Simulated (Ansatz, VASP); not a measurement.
# Te2Mo in VASP and in Ansatz

```
Te Mo
1.0
     3.50400    0.00000    0.00000
    -1.75200    3.03456    0.00000
     0.00000    0.00000   21.63381
Te Mo
2 1
Direct
  0.66667 0.33333 0.41602
  0.66667 0.33333 0.58398
  0.33333 0.66667 0.50000
```

Alike in both runs: functional PBE; dispersion D3(BJ); k mesh 9 × 9 × 1; occupations gaussian, width 0.05 eV; no spin polarisation.

Ansatz relaxed the structure, and its values are those at the end. VASP's run is a single point on that final structure, the one shown.

|  | VASP | Ansatz |
| --- | --- | --- |
| version | VASP 6.6.1 | Ansatz 0.2.0 |
| potentials or method | VASP PAW PBE potentials, release 64 (Te, Mo_sv), cutoff 520 eV | scalar-relativistic, plane waves, PAW |
| valence electrons in the cell | 26 | 46 |

Ansatz gave:

| Item | Value |
| --- | --- |
| gap on the k mesh at the Fermi level (eV) | 1.19 |
| rms of the force components (eV/Å) | 0.000 |

Estimate VASP's values.

gap on the k mesh at the Fermi level (eV): 1.19; rms of the force components (eV/Å): 0.006.

VASP's potentials hold 26 valence electrons a cell and Ansatz's 46, so a difference there can come from the potentials and not from the codes.

Neither program's run includes spin-orbit coupling.
